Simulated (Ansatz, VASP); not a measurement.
# CO2 in VASP and in Ansatz

```
CELL_PARAMETERS angstrom
-4.45871 3.88667 2.31880
4.45871 -3.88667 2.31880
4.45871 3.88667 -2.31880
ATOMIC_POSITIONS crystal
C 0.84986 0.59197 0.44111
C 0.15086 0.40875 0.55889
C 0.84986 0.90875 0.75789
C 0.15086 0.09197 0.24211
O 0.92410 0.76797 0.27158
O 0.06123 0.06123 0.00000
O 0.49639 0.26797 0.34387
O 0.49639 0.65252 0.72842
O 0.12452 0.27298 0.35154
O 0.92144 0.77298 0.64846
O 0.06123 0.56123 0.50000
O 0.92410 0.15252 0.65613
```

Alike in both runs: task single point; functional LDA; k mesh 4 × 4 × 4; occupations gaussian, width 0.1 eV; no spin polarisation.

|  | VASP | Ansatz |
| --- | --- | --- |
| version | VASP 6.6.1 | Ansatz 0.2.0 |
| potentials or method | VASP PAW LDA potentials, release 64 (C, O), cutoff 520 eV | scalar-relativistic, plane waves, PAW |
| valence electrons in the cell | 64 | 64 |

```tsv
	VASP	Ansatz	Ansatz less VASP
gap on the k mesh at the Fermi level (eV)	3.60	3.63	+0.032
least direct gap on the mesh (eV)	3.76	3.79	+0.029
rms of the force components (eV/Å)	0.759	0.773	+0.0133
```

LDA's correlation is that of Perdew and Zunger in VASP and of Perdew and Wang (1992) in Ansatz. Atom by atom the forces differ by 0.026 eV/Å (rms over components).
